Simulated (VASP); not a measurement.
# BAs (F-43m) in VASP: a series of runs, part 2 of 2

VASP 6.6.1. Earlier steps stand in the parts before.

## (5) Single point, r2SCAN

POSCAR

```
BAs
1.0
    0.0000000000      2.3919171969      2.3919171969
    2.3919171969      0.0000000000      2.3919171969
    2.3919171969      2.3919171969      0.0000000000
B As
1 1
Direct
    0.0000000000      0.0000000000      0.0000000000
    0.7500000000      0.7500000000      0.7500000000
```

INCAR.step1

```
SYSTEM = BAs
  ALGO = Normal
  EDIFF = 1E-4
  ENCUT = 520
  GGA = PE
  ISMEAR = 0
  LASPH = .TRUE.
  LCHARG = .FALSE.
  LREAL = .FALSE.
  LWAVE = .TRUE.
  NBANDS = 11
  NELM = 80
  PREC = Accurate
  SIGMA = 0.05
```

INCAR.step2

```
SYSTEM = BAs
  ALGO = Normal
  EDIFF = 1E-7
  ENCUT = 520
  ISIF = 2
  ISMEAR = 0
  ISTART = 1
  LASPH = .TRUE.
  LCHARG = .TRUE.
  LELF = .TRUE.
  LMIXTAU = .TRUE.
  LREAL = .FALSE.
  LVHAR = .TRUE.
  LWAVE = .FALSE.
  METAGGA = R2SCAN
  NBANDS = 11
  NELM = 80
  PREC = Accurate
  SIGMA = 0.05
```

KPOINTS

```
k-points
0
G
  10 10 10
  0 0 0
```

Potentials or basis: VASP PAW PBE potentials, release 64 (B, As).

Launch:

```sh
$ cat potpaw_PBE.64/B/POTCAR potpaw_PBE.64/As/POTCAR > POTCAR
$ cp INCAR.step1 INCAR
$ mpirun -np 1 vasp_std > vasp.out
$ cp INCAR.step2 INCAR
$ mpirun -np 1 vasp_std > vasp.out
```

OUTCAR:

```text
SYSTEM = BAs
   EDIFF = 1E-7
   ENCUT = 520
   ISIF = 2
   ISMEAR = 0
   ISTART = 1
   LASPH = .TRUE.
   LREAL = .FALSE.
   METAGGA = R2SCAN
   NELM = 80
   PREC = Accurate

 ion  position               nearest neighbor table
   1  0.000  0.000  0.000-   2 2.07   2 2.07   2 2.07   2 2.07
   2  0.750  0.750  0.750-   1 2.07   1 2.07   1 2.07   1 2.07

  LATTYP: Found a face centered cubic cell.
 ALAT       =     4.7838343938

  Lattice vectors:

 A1 = (   0.0000000000,   2.3919171969,   2.3919171969)
 A2 = (   2.3919171969,   0.0000000000,   2.3919171969)
 A3 = (   2.3919171969,   2.3919171969,   0.0000000000)

Analysis of symmetry for initial positions (statically):
=====================================================================
 Subroutine PRICEL returns:
 Original cell was already a primitive cell.

 Routine SETGRP: Setting up the symmetry group for a
 face centered cubic supercell.

 Subroutine GETGRP returns: Found 24 space group operations
 (whereof 24 operations were pure point group operations)
 out of a pool of 48 trial point group operations.

The static configuration has the point symmetry T_d .

Analysis of symmetry for dynamics (positions and initial velocities):
[... 167 lines left out ...]
 k-point     1 :       0.0000    0.0000    0.0000
  band No.  band energies     occupation
      1     -10.1417      2.00000
      2       5.9759      2.00000
      3       5.9759      2.00000
      4       5.9759      2.00000
      5       9.4165      0.00000
      6       9.4165      0.00000
      7       9.4165      0.00000
      8      11.0708      0.00000
      9      16.3313      0.00000
     10      19.3998      0.00000
     11      19.3998      0.00000
[... 309 lines left out ...]
 k-point    24 :       0.4000    0.3000    0.0000
  band No.  band energies     occupation
      1      -7.3660      2.00000
      2      -0.8423      2.00000
      3       1.8101      2.00000
      4       2.3069      2.00000
      5       7.8844      0.00000
      6       9.6844      0.00000
      7      15.3604      0.00000
      8      15.5924      0.00000
      9      18.8911      0.00000
     10      22.5317      0.00000
     11      22.6938      0.00000

 [... further k-points ...]
[... 5 lines left out ...]
  --------------------------------------------------------------------------------------
  -------------------------------------------------------------------------------------
  Total        0.0419677      0.0419677      0.0419677     -0.0000000     -0.0000000      0.0000000
  in kB        2.4567271      2.4567271      2.4567271     -0.0000000     -0.0000000      0.0000000
  external PRESSURE =       2.4567271 kB  Pullay stress =       0.0000000 kB

 VOLUME and BASIS-vectors are now :
 -----------------------------------------------------------------------------
  energy-cutoff  :      520.00
  volume of cell :       27.37
      direct lattice vectors                 reciprocal lattice vectors
     0.000000000  2.391917197  2.391917197    -0.209037337  0.209037337  0.209037337
     2.391917197  0.000000000  2.391917197     0.209037337 -0.209037337  0.209037337
     2.391917197  2.391917197  0.000000000     0.209037337  0.209037337 -0.209037337

 POSITION                                       TOTAL-FORCE (eV/Angst)
 -----------------------------------------------------------------------------------
      0.00000      0.00000      0.00000         0.000000      0.000000      0.000000
      3.58788      3.58788      3.58788        -0.000000     -0.000000     -0.000000
 -----------------------------------------------------------------------------------
    total drift:                                0.000000      0.000000      0.000000

  FREE ENERGIE OF THE ION-ELECTRON SYSTEM (eV)
  ---------------------------------------------------
  free  energy   TOTEN  =       -22.2561090432 eV

  energy  without entropy=      -22.2561090432  energy(sigma->0) =      -22.25610904
```

OSZICAR.step1:

```text
N       E                     dE             d eps       ncg     rms          rms(c)
DAV:   1     0.125094790666E+02    0.12509E+02   -0.37912E+03  1034   0.637E+02
DAV:   2    -0.112984612777E+02   -0.23808E+02   -0.22875E+02  1393   0.106E+02
DAV:   3    -0.120377011008E+02   -0.73924E+00   -0.73735E+00  1304   0.168E+01
DAV:   4    -0.120396972199E+02   -0.19961E-02   -0.19960E-02  1145   0.999E-01
DAV:   5    -0.120397002827E+02   -0.30629E-05   -0.30629E-05  1260   0.422E-02    0.490E+00
DAV:   6    -0.114734581976E+02    0.56624E+00   -0.15698E+00  1097   0.508E+00    0.238E+00
DAV:   7    -0.114149747595E+02    0.58483E-01   -0.19029E-01  1202   0.214E+00    0.981E-01
DAV:   8    -0.114082436060E+02    0.67312E-02   -0.20098E-02  1175   0.805E-01    0.978E-02
DAV:   9    -0.114085467916E+02   -0.30319E-03   -0.76278E-04  1163   0.159E-01    0.582E-02
DAV:  10    -0.114087023559E+02   -0.15556E-03   -0.19156E-04  1108   0.844E-02    0.121E-02
DAV:  11    -0.114087082549E+02   -0.58989E-05   -0.52302E-06   547   0.156E-02
   1 F= -.11408708E+02 E0= -.11408708E+02  d E =-.145835E-13
```

It took 69 s on 1 thread of Intel Xeon 6455B, shared host; peak memory 0.17 GiB.

What came out:

- Free energy: -22.2561 eV
- Pressure: 0.2 GPa
- Band gap on the k mesh: 1.37 eV, indirect (least direct gap 3.44 eV)

Caveat: the PAW data sets were made with another functional, which shifts forces and pressure a little. A k mesh can miss the band edges.

## (6) Single point, r2SCAN

POSCAR is that of step 5.

INCAR.step1

```
PREC = Accurate ; ENCUT = 520
ISMEAR = 0 ; SIGMA = 0.05
LREAL = F ; LASPH = T
NELM = 80 ; NBANDS = 11
GGA = PE ; ALGO = Normal
EDIFF = 1E-4 ; LWAVE = T
LCHARG = F
```

INCAR.step2

```
PREC = Accurate ; ENCUT = 520
EDIFF = 1E-7 ; ISMEAR = 0
SIGMA = 0.05 ; LREAL = F
LASPH = T ; NELM = 80
ALGO = Normal ; ISIF = 2
LWAVE = F ; LCHARG = T
METAGGA = R2SCAN ; LMIXTAU = T
LELF = T ; LVHAR = T
NBANDS = 11 ; ISTART = 1
```

KPOINTS

```
Automatic mesh
0
Gamma
  12 12 12
```

Potentials or basis: VASP PAW PBE potentials, release 64 (B, As).

Launch:

```sh
$ cat potpaw_PBE.64/B/POTCAR potpaw_PBE.64/As/POTCAR > POTCAR
$ cp INCAR.step1 INCAR
$ mpirun -np 1 vasp_std > vasp.out
$ cp INCAR.step2 INCAR
$ mpirun -np 1 vasp_std > vasp.out
```

It took 1.9 min on 1 thread of Intel Xeon 6455B, shared host; peak memory 0.18 GiB.

The run converged. Its results:

```yaml
Free_energy: -22.2564 eV
Pressure: 0.2 GPa
Band_gap_on_the_k_mesh: 1.38 eV, indirect (least direct gap 3.44 eV)
```

Levels at points of the mesh, in eV from the valence-band top:
```
           k point  band 1  band 2  band 3  band 4  band 5  band 6  band 7  band 8  band 9
(0.00, 0.00, 0.00)  -16.12    0.00    0.00    0.00    3.44    3.44    3.44    5.10   10.36
(0.50, 0.00, 0.00)  -13.11   -9.21   -1.93   -1.93    2.95    5.05    5.05    9.57   13.61
(0.50, 0.50, 0.00)  -11.68   -9.04   -4.29   -4.29    1.62    1.70   12.12   12.12   13.84
```

Caveat: the PAW data sets were made with another functional, which shifts forces and pressure a little.

## (7) Summary

```tsv
cell	k mesh	smearing	gap on the mesh (eV)	pressure (GPa)
a = 3.383 Å, angles 60.0°, 2 atoms	10 × 10 × 10	gaussian 0.02 eV	1.37	0.2
a = 3.416 Å, angles 60.0°, 2 atoms	10 × 10 × 10	gaussian 0.02 eV	1.41	-3.7
a = 3.449 Å, angles 60.0°, 2 atoms	10 × 10 × 10	gaussian 0.02 eV	1.43	-7.2
a = 3.383 Å, angles 60.0°, 2 atoms	10 × 10 × 10	gaussian 0.05 eV	1.37	0.2
a = 3.383 Å, angles 60.0°, 2 atoms	12 × 12 × 12	gaussian 0.05 eV	1.38	0.2
```

Alike in all rows: task single point; level r2SCAN; potentials or basis VASP PAW PBE potentials, release 64 (B, As); no spin polarisation; cutoff (eV) 520.

On the cell as given the gap runs from 1.37 eV (r2SCAN) to 1.38 eV (r2SCAN); the meshes differ, which moves gaps too.

Caveats: the PAW data sets were made with another functional, which shifts forces and pressure a little.

Absolute energies hang on the potentials; compare differences alone.
